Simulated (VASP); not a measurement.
Sn:

```xyz
1
Lattice="-2.0292 2.0292 1.6608 2.0292 -2.0292 1.6608 2.0292 2.0292 -1.6608" Properties=species:S:1:pos:R:3 pbc="T T T"
Sn    0.0000    0.0000    0.0000
```

| Item | Value |
| --- | --- |
| Program | VASP 6.6.1 |
| Task | relaxation of cell and atoms |
| Functional | BLYP |
| Dispersion | D4 |
| Potentials or basis | VASP PAW PBE potentials, release 64 (Sn_d) |
| Cutoff | 600 eV |
| k mesh | 10 × 10 × 10 |
| Occupations | fermi-dirac, width 0.05 eV |
| Spin | no spin polarisation |

At the start: pressure 1.1 GPa; volume 27.35 Å³/atom.

Problem. How do energy, volume and symmetry change on relaxing?

Solution. Over 3 steps the energy falls by 2.6 meV/atom and the volume is 28.04 Å³/atom (+2.5 %); space group I4/mmm (No. 139, to 0.05 Å).

Step by step:
```tsv
step	energy change (eV)	largest force (eV/Å)	pressure (GPa)	volume (Å³)
1	0.0000	0.0000	1.14	27.35
2	-0.0025	0.0000	-0.15	28.13
3	-0.0026	0.0000	0.01	28.04
```

Final structure:
```
Sn
1.0
    -2.04258    2.04258    1.68015
     2.04258   -2.04258    1.68015
     2.04258    2.04258   -1.68015
Sn
1
Cartesian
  0.0000 0.0000 0.0000
```

Caveat: the PAW data sets were made with another functional, which shifts forces and pressure a little; pairwise dispersion overbinds metals, which lowers pressure and volume.
